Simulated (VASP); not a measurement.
Here is a VASP 6.6.1 calculation.

INCAR

```
SYSTEM = P
PREC = Accurate
ENCUT = 500
EDIFF = 1E-6
ISMEAR = -1
SIGMA = 0.05
LREAL = .False.
LASPH = .True.
NELM = 120
ALGO = Normal
ISIF = 2
LWAVE = .False.
LCHARG = .False.
GGA = PE
NBANDS = 8
GGA_COMPAT = .False.
```

KPOINTS

```
regular mesh
0
Gamma
  21 21 21
  0 0 0
```

Contents of POSCAR:

```
P
1.0
   -1.5276548097      1.5276548097      1.5276548097
    1.5276548097     -1.5276548097      1.5276548097
    1.5276548097      1.5276548097     -1.5276548097
P
1
Direct
    0.0000000000      0.0000000000      0.0000000000
```

Potentials or basis: VASP PAW PBE potentials, release 64 (P).

Command:

```bash
$ cat potpaw_PBE.64/P/POTCAR > POTCAR
$ mpirun -np 1 vasp_std > vasp.out
```

Question: What does it give for the pressure?

Answer: -0.2 GPa.

Question: Predict the band gap on the k mesh.

Answer: Zero (an odd number of electrons rules out a gap without spin polarisation).
